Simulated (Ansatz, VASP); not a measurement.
# Two plane-wave programs on Al

```
CELL_PARAMETERS angstrom
0.00000 2.02073 2.02073
2.02073 0.00000 2.02073
2.02073 2.02073 0.00000
ATOMIC_POSITIONS crystal
Al 0.00000 0.00000 0.00000
```

Alike in both runs: task relaxation of cell and atoms; functional PBE; dispersion D3(BJ); k mesh 18 × 18 × 18; occupations gaussian, width 0.1 eV; no spin polarisation.

```csv
,VASP,Ansatz
version,VASP 6.6.1,Ansatz 0.2.0
potentials or method,"VASP PAW PBE potentials, release 64 (Al), cutoff 600 eV","scalar-relativistic, plane waves, PAW"
valence electrons in the cell,3,3
```

|  | VASP | Ansatz | Ansatz less VASP |
| --- | --- | --- | --- |
| gap on the k mesh at the Fermi level, each at its own relaxed structure (eV) | none | none | - |
| relaxed volume (Å³/atom) | 15.78 | 15.79 | +0.008 |
| relaxed cell length with the largest relative difference (Å) | 2.815 | 2.816 | +0.0005 |

A gap of «none» marks a metal or a gap that the smearing closes.
